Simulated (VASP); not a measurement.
Input of a VASP 6.6.1 run:

File INCAR:

```
PREC = Accurate ; ENCUT = 600
EDIFF = 1E-6 ; ISMEAR = 0
SIGMA = 0.1 ; LREAL = F
LASPH = T ; NELM = 100
ALGO = Normal ; ISIF = 3
LWAVE = F ; LCHARG = F
GGA = PE ; IBRION = 2
NSW = 100 ; EDIFFG = -0.01
```

The input KPOINTS:

```
Automatic mesh
0
Gamma
  12 12 6
```

POSCAR

```
AlP5
1.0
    5.2350455961      0.0000000000      0.0000000000
   -2.6175227980      4.5336824762      0.0000000000
    0.0000000000      0.0000000000      7.8866732998
Al P
1 5
Direct
    0.0000000000      0.0000000000      0.5000000000
    0.6330080609      0.0000000000      0.0000000000
    0.0000000000      0.6330080609      0.0000000000
    0.3669919391      0.3669919391      0.0000000000
    0.0000000000      0.0000000000      0.1579487517
    0.0000000000      0.0000000000      0.8420512483
```

Potentials or basis: VASP PAW PBE potentials, release 64 (Al, P).

Launch:

```console
$ cat potpaw_PBE.64/Al/POTCAR potpaw_PBE.64/P/POTCAR > POTCAR
$ mpirun -np 1 vasp_std > vasp.out
```

Question: Estimate the relaxed cell.

Answer: a = 5.175 Å, b = 5.175 Å, c = 8.047 Å, α = 90.00°, β = 90.00°, γ = 120.00°.

Question: What does it give for the space group after relaxing (to 0.05 Å)?

Answer: P-62m (No. 189).

Question: Predict the relaxed volume.

Answer: 31.10 Å³/atom.

Final structure:
```
CELL_PARAMETERS angstrom
5.17454 0.00000 0.00000
-2.58727 4.48128 0.00000
0.00000 0.00000 8.04728
ATOMIC_POSITIONS crystal
Al 0.00000 0.00000 0.50000
P 0.63095 0.00000 0.00000
P 0.00000 0.63095 0.00000
P 0.36905 0.36905 0.00000
P 0.00000 0.00000 0.15820
P 0.00000 0.00000 0.84180
```
